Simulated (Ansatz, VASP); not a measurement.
# One calculation of Li2ZrO2, two programs

INCAR

```
PREC = Accurate ; ENCUT = 520
EDIFF = 1E-7 ; ISMEAR = 0
SIGMA = 0.1 ; LREAL = F
LASPH = T ; NELM = 100
ALGO = Normal ; ISIF = 2
LWAVE = F ; LCHARG = T
GGA = PE ; LELF = T
LVHAR = T ; NBANDS = 23
```

File KPOINTS:

```
Automatic mesh
0
Gamma
  14 14 14
```

The input POSCAR:

```
Li2ZrO2
1.0
   -1.8212285504      1.8212285504      3.5643744379
    1.8212285504     -1.8212285504      3.5643744379
    1.8212285504      1.8212285504     -3.5643744379
Li Zr O
2 1 2
Direct
    0.3328537418      0.3328537418      0.0000000000
    0.6671462582      0.6671462582      0.0000000000
    0.0000000000      0.0000000000      0.0000000000
    0.2500000000      0.7500000000      0.5000000000
    0.7500000000      0.2500000000      0.5000000000
```

Input for Ansatz:

```yaml
crystal:
  lattice:
    - [-1.8212285504, 1.8212285504, 3.5643744379]
    - [1.8212285504, -1.8212285504, 3.5643744379]
    - [1.8212285504, 1.8212285504, -3.5643744379]
  atoms:
    - { symbol: Li, position: [0.3328537418, 0.3328537418, 0.0] }
    - { symbol: Li, position: [0.6671462582, 0.6671462582, 0.0] }
    - { symbol: Zr, position: [0.0, 0.0, 0.0] }
    - { symbol: O, position: [0.25, 0.75, 0.5] }
    - { symbol: O, position: [0.75, 0.25, 0.5] }
basis:
  ecutwfc: 420
kpoints:
  mp_grid: { grid: [14, 14, 14] }
  band_path:
    path:
      - [[0.0, 0.0, 0.0], [0.0, 0.0, 0.5], [0.25, 0.25, 0.25], [0.0, 0.5, 0.0], [0.0, 0.0, 0.0], [0.5, 0.5, -0.5], [0.31526829, 0.68473171, -0.31526829]]
      - [[-0.31526829, 0.31526829, 0.31526829], [0.0, 0.0, 0.0]]
      - [[0.0, 0.0, 0.5], [-0.13053659, 0.13053659, 0.5]]
      - [[0.5, 0.5, -0.13053659], [0.5, 0.5, -0.5]]
    npoints: 14
hamiltonian:
  xc: pbe
scf:
  occupations: { method: gaussian, width: 0.1 }
  n_extra_bands: 12
output:
  forces: true
  stress: true
  eigenvalues: true
  populations: true
  dos: { projected: true, de: 0.02, nscf_kmesh: { grid: [17, 17, 17] } }
  bader: true
  write_density: true
  write_potential: true
  elf: true
  volumetric_format: npy
```

Alike in both runs: task single point; functional PBE; k mesh 14 × 14 × 14; occupations gaussian, width 0.1 eV; no spin polarisation.

|  | VASP | Ansatz |
| --- | --- | --- |
| version | VASP 6.6.1 | Ansatz 0.2.0 |
| potentials or method | VASP PAW PBE potentials, release 64 (Li_sv, Zr_sv, O), cutoff 520 eV | scalar-relativistic, plane waves, PAW |
| valence electrons in the cell | 30 | 30 |

```tsv
	VASP	Ansatz	Ansatz less VASP
gap on the k mesh at the Fermi level (eV)	none	none	-
rms of the force components (eV/Å)	0.007	0.000	-0.0066
```

Atom by atom the forces differ by 0.007 eV/Å (rms over components). A gap of «none» marks a metal or a gap that the smearing closes.

Noted on VASP's run: the cutoff is short for stress, so the pressure is rough.
